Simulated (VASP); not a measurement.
# TiB2 (P6_3/mmc) in VASP: a series of runs

TiB2 is run at these levels: PBE; tasks: single point, relaxation of cell and atoms.

Program: VASP 6.6.1. These are calculated values, not measurements. Logs are shortened: lines on timing, memory, paths and dates and some standing lists are left out, and cuts for length are marked.

### Step 1. The cell of the first run

Symmetry: P6_3/mmc, No. 194, hexagonal system. Conventional cell: a = 3.869 Å, b = 3.869 Å, c = 4.320 Å, α = 90.00°, β = 90.00°, γ = 120.00°. Within 2.9 Å of Ti (site symmetry -6m2) lie 11 B at 2.16 to 2.48 Å. B (site symmetry -3m) has 8 B at 2.16 to 2.48 Å and 6 Ti at 2.48 Å within 2.9 Å. Within 2.9 Å of B (site symmetry -6m2) lie 5 Ti at 2.16 to 2.23 Å and 6 B at 2.48 Å.

The cell was built from a structure type or drawn by symmetry, and may not be a known phase.

### Step 2. Single point, PBE

Input file INCAR:

```
  ALGO = Normal
  EDIFF = 1E-6
  ENCUT = 520
  GGA = PE
  ISIF = 2
  ISMEAR = 0
  LASPH = T
  LCHARG = F
  LREAL = F
  LWAVE = F
  NBANDS = 27
  NELM = 60
  PREC = Accurate
  SIGMA = 0.1
```

Input file KPOINTS:

```
k-points
0
Gamma
  6 6 4
```

Input file POSCAR:

```
TiB2
1.0
    3.8694547480     -0.0000000027      0.0000000000
   -1.9347273716      3.3510461119      0.0000000000
    0.0000000000      0.0000000000      4.3200028188
Ti B
2 4
Direct
    0.3333333333      0.6666666667      0.2500000000
    0.6666666667      0.3333333333      0.7500000000
    0.0000000000      0.0000000000      0.0000000000
    0.0000000000      0.0000000000      0.5000000000
    0.6666666667      0.3333333333      0.2500000000
    0.3333333333      0.6666666667      0.7500000000
```

Potentials or basis: VASP PAW PBE potentials, release 64 (Ti_sv, B).

Run with:

```bash
> cat potpaw_PBE.64/Ti_sv/POTCAR potpaw_PBE.64/B/POTCAR > POTCAR
> mpirun -np 1 vasp_std > vasp.out
```

OUTCAR:

```text
EDIFF = 1E-6
   ENCUT = 520
   GGA = PE
   ISIF = 2
   ISMEAR = 0
   LASPH = T
   LREAL = F
   NELM = 60
   PREC = Accurate

 ion  position               nearest neighbor table
   1  0.333  0.667  0.250-   6 2.16   6 2.16   5 2.23   5 2.23   5 2.23   3 2.48   4 2.48   4 2.48
                             3 2.48   4 2.48   3 2.48
   2  0.667  0.333  0.750-   5 2.16   5 2.16   6 2.23   6 2.23   6 2.23   3 2.48   4 2.48   3 2.48
                             4 2.48   3 2.48   4 2.48
   3  0.000  0.000  0.000-   4 2.16   4 2.16   1 2.48   2 2.48   1 2.48   2 2.48   2 2.48   1 2.48

   4  0.000  0.000  0.500-   3 2.16   3 2.16   1 2.48   2 2.48   1 2.48   2 2.48   2 2.48   1 2.48

   5  0.667  0.333  0.250-   2 2.16   2 2.16   1 2.23   1 2.23   1 2.23
   6  0.333  0.667  0.750-   1 2.16   1 2.16   2 2.23   2 2.23   2 2.23

  LATTYP: Found a hexagonal cell.
 ALAT       =     3.8694547480
 C/A-ratio  =     1.1164370952

  Lattice vectors:

 A1 = (   3.8694547480,  -0.0000000027,   0.0000000000)
 A2 = (  -1.9347273716,   3.3510461119,   0.0000000000)
 A3 = (   0.0000000000,   0.0000000000,   4.3200028188)

Analysis of symmetry for initial positions (statically):
=====================================================================
 Subroutine PRICEL returns:
 Original cell was already a primitive cell.

 Routine SETGRP: Setting up the symmetry group for a
 hexagonal supercell.

 Subroutine GETGRP returns: Found 24 space group operations
 (whereof 12 operations were pure point group operations)
 out of a pool of 24 trial point group operations.

The static configuration has the point symmetry D_3d.
 The point group associated with its full space group is D_6h.

Analysis of symmetry for dynamics (positions and initial velocities):
=====================================================================
 Subroutine PRICEL returns:
 Original cell was already a primitive cell.

 Routine SETGRP: Setting up the symmetry group for a
 hexagonal supercell.

 Subroutine GETGRP returns: Found 24 space group operations
 (whereof 12 operations were pure point group operations)
 out of a pool of 24 trial point group operations.

The dynamic configuration has the point symmetry D_3d.
 The point group associated with its full space group is D_6h.

 Subroutine INISYM returns: Found 24 space group operations
 (whereof 12 operations are pure point group operations),
 and found     1 'primitive' translations

----------------------------------------------------------------------------------------

                                     Primitive cell

  volume of cell :      56.0163

  direct lattice vectors                    reciprocal lattice vectors
     3.869454748 -0.000000003  0.000000000     0.258434344  0.149207138  0.000000000
    -1.934727372  3.351046112  0.000000000     0.000000000  0.298414276  0.000000000
     0.000000000  0.000000000  4.320002819     0.000000000  0.000000000  0.231481330

  length of vectors
     3.869454748  3.869454748  4.320002819     0.298414276  0.298414276  0.231481330

  position of ions in fractional coordinates (direct lattice)
     0.333333333  0.666666667  0.250000000
     0.666666667  0.333333333  0.750000000
     0.000000000  0.000000000  0.000000000
     0.000000000  0.000000000  0.500000000
     0.666666667  0.333333333  0.250000000
     0.333333333  0.666666667  0.750000000

  ion indices of the primitive-cell ions
   primitive index   ion index
                 1           1
                 2           2
                 3           3
                 4           4
                 5           5
                 6           6

----------------------------------------------------------------------------------------

 KPOINTS: k-points

Automatic generation of k-mesh.
 Grid dimensions read from file:
 generate k-points for:    6    6    4

 Generating k-lattice:

  Cartesian coordinates                     Fractional coordinates (reciprocal lattice)
     0.043072391  0.024867856  0.000000000     0.166666667  0.000000000  0.000000000
[... 59 lines left out ...]
     26      13.1776      0.00000
     27      13.3670      0.00000

 k-point     4 :       0.5000    0.0000    0.0000
  band No.  band energies     occupation
      1     -47.1590      2.00000
      2     -47.1369      2.00000
      3     -23.6523      2.00000
      4     -23.6485      2.00000
      5     -23.5468      2.00000
      6     -23.4692      2.00000
[... 19 lines left out ...]
     26      13.3275      0.00000
     27      13.6768      0.00000

 k-point     5 :       0.1667    0.1667    0.0000
  band No.  band energies     occupation
      1     -47.1709      2.00000
      2     -47.1269      2.00000
      3     -23.6477      2.00000
      4     -23.6220      2.00000
      5     -23.5231      2.00000
      6     -23.5191      2.00000
[... 19 lines left out ...]
     26      13.1093      0.00000
     27      13.9282      0.00000

 k-point     6 :       0.3333    0.1667    0.0000
  band No.  band energies     occupation
      1     -47.1590      2.00000
      2     -47.1369      2.00000
      3     -23.6752      2.00000
      4     -23.6175      2.00000
      5     -23.5502      2.00000
      6     -23.4740      2.00000
[... 354 lines left out ...]
      1     -47.1480      2.00000
      2     -47.1480      2.00000
      3     -23.6728      2.00000
      4     -23.6728      2.00000
      5     -23.5605      2.00000
      6     -23.5605      2.00000
[... 19 lines left out ...]
     26      13.7535      0.00000
     27      14.8257      0.00000

 k-point    19 :       0.1667    0.1667    0.5000
  band No.  band energies     occupation
      1     -47.1490      2.00000
      2     -47.1490      2.00000
      3     -23.6319      2.00000
      4     -23.6319      2.00000
      5     -23.5593      2.00000
      6     -23.5593      2.00000
[... 19 lines left out ...]
     26      12.5248      0.00000
     27      14.4900      0.00000

 k-point    20 :       0.3333    0.1667    0.5000
  band No.  band energies     occupation
      1     -47.1480      2.00000
      2     -47.1480      2.00000
      3     -23.6652      2.00000
      4     -23.6652      2.00000
      5     -23.5708      2.00000
      6     -23.5708      2.00000
[... 19 lines left out ...]
     26      13.5366      0.00000
     27      15.0472      0.00000

 k-point    21 :       0.3333    0.3333    0.5000
  band No.  band energies     occupation
      1     -47.1477      2.00000
      2     -47.1477      2.00000
      3     -23.6679      2.00000
      4     -23.6679      2.00000
      5     -23.5842      2.00000
      6     -23.5842      2.00000
[... 19 lines left out ...]
     26      14.5127      0.00000
     27      14.8577      0.00000

------------------------ aborting loop because EDIFF is reached ----------------------------------------

  FORCE on cell =-STRESS in cart. coord.  units (eV):
  Direction    XX          YY          ZZ          XY          YZ          ZX
  --------------------------------------------------------------------------------------
  -------------------------------------------------------------------------------------
  Total        0.0684028      0.0684028      0.0936712      0.0000000     -0.0000000      0.0000000
  in kB        1.9564572      1.9564572      2.6791821      0.0000000     -0.0000000      0.0000000
  external PRESSURE =       2.1973655 kB  Pullay stress =       0.0000000 kB

 VOLUME and BASIS-vectors are now :
 -----------------------------------------------------------------------------
  energy-cutoff  :      520.00
  volume of cell :       56.02
      direct lattice vectors                 reciprocal lattice vectors
     3.869454748 -0.000000003  0.000000000     0.258434344  0.149207138  0.000000000
    -1.934727372  3.351046112  0.000000000     0.000000000  0.298414276  0.000000000
     0.000000000  0.000000000  4.320002819     0.000000000  0.000000000  0.231481330

 POSITION                                       TOTAL-FORCE (eV/Angst)
 -----------------------------------------------------------------------------------
      0.00000      2.23403      1.08000         0.000000      0.000000      0.000000
      1.93473      1.11702      3.24000        -0.000000     -0.000000      0.000000
      0.00000      0.00000      0.00000        -0.000000     -0.000000      0.000000
      0.00000      0.00000      2.16000        -0.000000     -0.000000      0.000000
      1.93473      1.11702      1.08000        -0.000000     -0.000000      0.000000
      0.00000      2.23403      3.24000        -0.000000     -0.000000      0.000000
 -----------------------------------------------------------------------------------
    total drift:                               -0.000000     -0.000000      0.000000

  FREE ENERGIE OF THE ION-ELECTRON SYSTEM (eV)
  ---------------------------------------------------
  free  energy   TOTEN  =       -39.9612882215 eV

  energy  without entropy=      -39.9487294162  energy(sigma->0) =      -39.95500882
```

Run time: 56 s. Hardware: 1 thread of Intel Xeon 8259CL, shared host; peak memory 0.18 GiB.

What came out:

```yaml
Free_energy: -39.9613 eV
Pressure: 0.2 GPa
Band_gap_on_the_k_mesh: zero (bands 18 and 19 overlap by 0.33 eV)
```

Levels at points of the mesh, in eV from the Fermi level:
```csv
k point,band 14,band 15,band 16,band 17,band 18,band 19,band 20,band 21,band 22,band 23
"(0.00, 0.00, 0.00)",-2.71,-2.71,-2.55,-1.24,-0.04,-0.04,0.17,0.17,2.92,3.12
"(0.50, 0.00, 0.00)",-4.28,-3.17,-2.16,-0.72,-0.14,-0.13,0.02,1.99,2.97,3.11
"(0.00, 0.00, 0.50)",-4.30,-2.88,-2.88,-1.05,-1.05,1.61,1.61,1.61,1.61,2.88
"(0.50, 0.00, 0.50)",-3.72,-3.41,-3.41,-0.48,-0.48,0.36,0.36,2.02,2.02,3.55
```

Caveat: the k points lie up to 0.36 Å⁻¹ apart.

### Step 3. Single point, PBE

This run uses another cell than the first one, of 11.84 Å³/atom.

Input file INCAR:

```
SYSTEM = TiB2
  ALGO = Normal
  EDIFF = 1E-7
  ENCUT = 520
  GGA = PE
  ISIF = 2
  ISMEAR = 0
  LASPH = .True.
  LCHARG = .True.
  LELF = .True.
  LREAL = .False.
  LVHAR = .True.
  LWAVE = .False.
  NBANDS = 27
  NELM = 100
  PREC = Accurate
  SIGMA = 0.1
```

Input file KPOINTS:

```
k-points
0
Gamma
  6 6 4
  0 0 0
```

Input file POSCAR:

```
TiB2
1.0
    4.0783968300      0.0000000000      0.0000000000
   -2.0391984100      3.5319952600      0.0000000000
    0.0000000000      0.0000000000      4.9315909400
Ti B
2 4
Direct
    0.3333333300      0.6666666700      0.2500000000
    0.6666666700      0.3333333300      0.7500000000
    0.0000000000      0.0000000000      0.0000000000
    0.0000000000      0.0000000000      0.5000000000
    0.6666666700      0.3333333300      0.2500000000
    0.3333333300      0.6666666700      0.7500000000
```

Potentials or basis: VASP PAW PBE potentials, release 64 (Ti_sv, B).

Run with:

```bash
> cat potpaw_PBE.64/Ti_sv/POTCAR potpaw_PBE.64/B/POTCAR > POTCAR
> mpirun -np 1 vasp_std > vasp.out
```

Run time: 80 s. Hardware: 1 thread of Intel Xeon 8259CL, shared host; peak memory 0.19 GiB.

The run converged. Its results:

- Free energy: -38.1895 eV
- Pressure: -27.3 GPa
- Band gap on the k mesh: zero (bands 18 and 19 overlap by 0.45 eV)

Stress tensor (GPa, compression positive):
```
-23.25   0.00   0.00
  0.00 -23.25   0.00
  0.00   0.00 -35.41
```

Levels at points of the mesh, in eV from the Fermi level:
```
           k point  band 16  band 17  band 18  band 19  band 20  band 21
(0.00, 0.00, 0.00)    -2.16    -0.68     0.07     0.07     0.11     0.11
(0.50, 0.00, 0.00)    -1.71    -0.45    -0.15    -0.02     0.03     1.10
(0.00, 0.00, 0.50)    -2.68    -1.09    -1.09     1.34     1.34     1.34
(0.50, 0.00, 0.50)    -2.84    -0.34    -0.34     0.32     0.32     1.06
```

Caveat: the cell stands under tension.

### Step 4. Single point, PBE

This run uses another cell than the first one, of 9.38 Å³/atom.

Input file INCAR:

```
SYSTEM = TiB2
PREC = Accurate ; ENCUT = 520
EDIFF = 1E-6 ; ISMEAR = 0
SIGMA = 0.1 ; LREAL = .FALSE.
LASPH = .TRUE. ; NELM = 80
ALGO = Normal ; ISIF = 2
LWAVE = .FALSE. ; LCHARG = .FALSE.
GGA = PE ; NBANDS = 27
```

Input file KPOINTS:

```
regular mesh
0
G
  12 12 10
  0 0 0
```

Input file POSCAR:

```
TiB2
1.0
    3.8850912972      0.0000000000      0.0000000000
   -1.9425456486      3.3645877594      0.0000000000
    0.0000000000      0.0000000000      4.3065934256
Ti B
2 4
Direct
    0.3333333333      0.6666666667      0.2500000000
    0.6666666667      0.3333333333      0.7500000000
    0.0000000000      0.0000000000      0.0000000000
    0.0000000000      0.0000000000      0.5000000000
    0.6666666667      0.3333333333      0.2500000000
    0.3333333333      0.6666666667      0.7500000000
```

Run with:

```bash
> cat potpaw_PBE.64/Ti_sv/POTCAR potpaw_PBE.64/B/POTCAR > POTCAR
> mpirun -np 1 vasp_std > vasp.out
```

It took 4.8 min on 1 thread of Intel Xeon 8259CL, shared host; peak memory 0.28 GiB.

It converged, with:

```
Free energy            : -39.9769 eV
Pressure               : 0.0 GPa
Band gap on the k mesh : zero (bands 18 and 19 overlap by 0.80 eV)
```

Levels at points of the mesh, in eV from the Fermi level:
```
           k point  band 16  band 17  band 18  band 19  band 20  band 21
(0.00, 0.00, 0.00)    -2.57    -1.23     0.02     0.02     0.25     0.25
(0.50, 0.00, 0.00)    -2.07    -0.68    -0.10    -0.09     0.09     2.08
(0.00, 0.00, 0.50)    -2.79    -1.04    -1.04     1.63     1.63     1.63
(0.50, 0.00, 0.50)    -3.32    -0.44    -0.44     0.40     0.40     2.11
```

### Step 5. Single point, PBE

This run uses another cell than the first one, of 9.38 Å³/atom.

Input file INCAR:

```
PREC     = Accurate       # precision mode
ENCUT    = 520            # plane-wave cutoff, eV
EDIFF    = 1E-6           # SCF threshold, eV
ISMEAR   = 0              # smearing method
SIGMA    = 0.1            # smearing width, eV
LREAL    = False          # projectors in reciprocal space
LASPH    = True           # aspherical terms in the spheres
NELM     = 60             # most SCF steps
ALGO     = Normal         # electronic algorithm
ISIF     = 2              # what is computed and relaxed
LWAVE    = False          # write WAVECAR
LCHARG   = False          # write CHGCAR
GGA      = PE             # functional
NBANDS   = 27             # bands
```

Input file KPOINTS:

```
regular mesh
0
Gamma
  12 12 10
```

POSCAR is that of step 4.

Run with:

```bash
> cat potpaw_PBE.64/Ti_sv/POTCAR potpaw_PBE.64/B/POTCAR > POTCAR
> mpirun -np 1 vasp_std > vasp.out
```

Wall time 4.3 min (1 thread of Intel Xeon 8259CL, shared host); peak memory 0.28 GiB.

It converged, with:

```
Free energy            : -39.9769 eV
Pressure               : 0.0 GPa
Band gap on the k mesh : zero (bands 18 and 19 overlap by 0.80 eV)
```

Levels at points of the mesh, in eV from the Fermi level:
| k point | band 15 | band 16 | band 17 | band 18 | band 19 | band 20 | band 21 | band 22 |
| --- | --- | --- | --- | --- | --- | --- | --- | --- |
| (0.00, 0.00, 0.00) | -2.63 | -2.57 | -1.23 | 0.02 | 0.02 | 0.25 | 0.25 | 3.02 |
| (0.50, 0.00, 0.00) | -3.04 | -2.07 | -0.68 | -0.10 | -0.09 | 0.09 | 2.08 | 3.01 |
| (0.00, 0.00, 0.50) | -2.79 | -2.79 | -1.04 | -1.04 | 1.63 | 1.63 | 1.63 | 1.63 |
| (0.50, 0.00, 0.50) | -3.32 | -3.32 | -0.44 | -0.44 | 0.40 | 0.40 | 2.11 | 2.11 |

### Step 6. Relaxation of cell and atoms, PBE

This run uses another cell than the first one, of 11.84 Å³/atom.

Input file INCAR:

```
ALGO = Normal
EDIFF = 1E-7
EDIFFG = -0.04
ENCUT = 600
GGA = PE
IBRION = 2
ISIF = 3
ISMEAR = 0
LASPH = T
LCHARG = F
LREAL = F
LWAVE = F
NELM = 80
NSW = 90
PREC = Accurate
SIGMA = 0.1
```

Input file KPOINTS:

```
k-points
0
Gamma
  6 6 4
```

Input file POSCAR:

```
TiB2
1.0
    4.0783968300      0.0000000000      0.0000000000
   -2.0391984100      3.5319952600      0.0000000000
    0.0000000000      0.0000000000      4.9315909400
Ti B
2 4
Direct
    0.3333333300      0.6666666700      0.2500000000
    0.6666666700      0.3333333300      0.7500000000
    0.0000000000      0.0000000000      0.0000000000
    0.0000000000      0.0000000000      0.5000000000
    0.6666666700      0.3333333300      0.2500000000
    0.3333333300      0.6666666700      0.7500000000
```

Potentials or basis: VASP PAW PBE potentials, release 64 (Ti_sv, B).

Run with:

```bash
> cat potpaw_PBE.64/Ti_sv/POTCAR potpaw_PBE.64/B/POTCAR > POTCAR
> mpirun -np 1 vasp_std > vasp.out
```

Run time: 6.7 min. Hardware: 1 thread of Intel Xeon 8259CL, shared host; peak memory 0.25 GiB.

The run converged. Its results:

```yaml
Free_energy: -39.9707 eV
Relaxed_volume: 9.35 Å³/atom
Relaxed_cell: a = 3.871 Å, b = 3.871 Å, c = 4.321 Å, α = 90.00°, β = 90.00°, γ = 120.00°
Space_group_after_relaxing_to_0.1_Å: P6_3/mmc (No. 194)
Energy_gained_by_relaxing: 296.6 meV/atom
Ionic_steps: 7
Pressure_after_relaxing: 0.0 GPa
Band_gap_on_the_k_mesh: zero (bands 18 and 19 overlap by 0.33 eV)
```

Stress tensor (GPa, compression positive):
```
-0.03  0.00  0.00
 0.00 -0.03  0.00
 0.00  0.00  0.06
```

The path:
```csv
step,energy change (eV),largest force (eV/Å),pressure (GPa),volume (Å³)
1,0.0000,0.0000,-27.31,71.04
2,-1.5987,0.0000,14.14,52.20
3,-1.7279,0.0000,1.05,55.43
4,-1.7728,0.0000,1.29,55.57
5,-1.7775,0.0000,1.50,55.63
6,-1.7787,0.0000,-0.96,56.38
7,-1.7796,0.0000,0.00,56.08
```

Final structure:
```cif
data_structure
_symmetry_space_group_name_H-M 'P 1'
_symmetry_Int_Tables_number 1
_cell_length_a 3.8711
_cell_length_b 3.8711
_cell_length_c 4.3212
_cell_angle_alpha 90.000
_cell_angle_beta 90.000
_cell_angle_gamma 120.000
_cell_volume 56.08
loop_
_atom_site_label
_atom_site_type_symbol
_atom_site_fract_x
_atom_site_fract_y
_atom_site_fract_z
_atom_site_occupancy
Ti1 Ti 0.33333 0.66667 0.25000 1
Ti2 Ti 0.66667 0.33333 0.75000 1
B1 B 0.00000 0.00000 0.00000 1
B2 B 0.00000 0.00000 0.50000 1
B3 B 0.66667 0.33333 0.25000 1
B4 B 0.33333 0.66667 0.75000 1
```

Levels at points of the mesh, in eV from the Fermi level:
| k point | band 14 | band 15 | band 16 | band 17 | band 18 | band 19 | band 20 | band 21 | band 22 |
| --- | --- | --- | --- | --- | --- | --- | --- | --- | --- |
| (0.00, 0.00, 0.00) | -2.71 | -2.71 | -2.56 | -1.24 | -0.04 | -0.04 | 0.17 | 0.17 | 2.91 |
| (0.50, 0.00, 0.00) | -4.28 | -3.17 | -2.16 | -0.71 | -0.14 | -0.13 | 0.02 | 1.98 | 2.96 |
| (0.00, 0.00, 0.50) | -4.29 | -2.88 | -2.88 | -1.05 | -1.05 | 1.61 | 1.61 | 1.61 | 1.61 |
| (0.50, 0.00, 0.50) | -3.72 | -3.40 | -3.40 | -0.48 | -0.48 | 0.36 | 0.36 | 2.02 | 2.02 |

Caveat: the volume moved by over 15 % at a fixed basis, so the end points are rough.

### Step 7. Overview

| task | cell | k mesh | cutoff (eV) | gap on the mesh (eV) | pressure (GPa) |
| --- | --- | --- | --- | --- | --- |
| single point | a = 3.869, b = 3.869, c = 4.320 Å, angles 90.0, 90.0, 120.0°, 6 atoms | 6 × 6 × 4 | 520 | none | 0.2 |
| single point | a = 4.078, b = 4.078, c = 4.932 Å, angles 90.0, 90.0, 120.0°, 6 atoms | 6 × 6 × 4 | 520 | none | -27.3 |
| single point | a = 3.885, b = 3.885, c = 4.307 Å, angles 90.0, 90.0, 120.0°, 6 atoms | 12 × 12 × 10 | 520 | none | 0.0 |
| relaxation of cell and atoms | relaxed from a = 4.078, b = 4.078, c = 4.932 Å, angles 90.0, 90.0, 120.0°, 6 atoms | 6 × 6 × 4 | 600 | none | 0.0 |

Alike in all rows: level PBE; potentials or basis VASP PAW PBE potentials, release 64 (Ti_sv, B); no spin polarisation; smearing gaussian 0.1 eV.

Caveats: some runs use coarse meshes; the cell stands under tension (at least some runs); the volume moved by over 15 % at a fixed basis, so the end points are rough (at least some runs).

Absolute energies hang on the potentials; compare differences alone.
